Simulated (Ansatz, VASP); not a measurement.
# FeNi in VASP and in Ansatz

```
CELL_PARAMETERS angstrom
2.46814 0.00000 0.00000
0.00000 2.46814 0.00000
0.00000 0.00000 3.53293
ATOMIC_POSITIONS crystal
Fe 0.00000 0.00000 0.00000
Ni 0.50000 0.50000 0.50000
```

Alike in both runs: task single point; functional PBEsol; k mesh 16 × 16 × 12; occupations gaussian, width 0.1 eV; collinear spin.

```csv
,VASP,Ansatz
version,VASP 6.6.1,Ansatz 0.2.0
potentials or method,"VASP PAW PBE potentials, release 64 (Fe, Ni), cutoff 520 eV","scalar-relativistic, plane waves, PAW"
valence electrons in the cell,18,34
```

|  | VASP | Ansatz | Ansatz less VASP |
| --- | --- | --- | --- |
| gap on the k mesh at the Fermi level (eV) | none | none | - |
| pressure (GPa) | 0.1 | 0.0 | -0.14 |
| net moment per atom (μB) | 1.58 | 1.58 | -0.001 |
| size of the moment on the site where the two differ most (μB) | 0.61 | 0.68 | +0.068 |

VASP's potentials were made for PBE, not for PBEsol. Site moments also hang on the region over which each program counts them. A gap of «none» marks a metal or a gap that the smearing closes. VASP's potentials hold 18 valence electrons a cell and Ansatz's 34, so a difference there can come from the potentials and not from the codes.
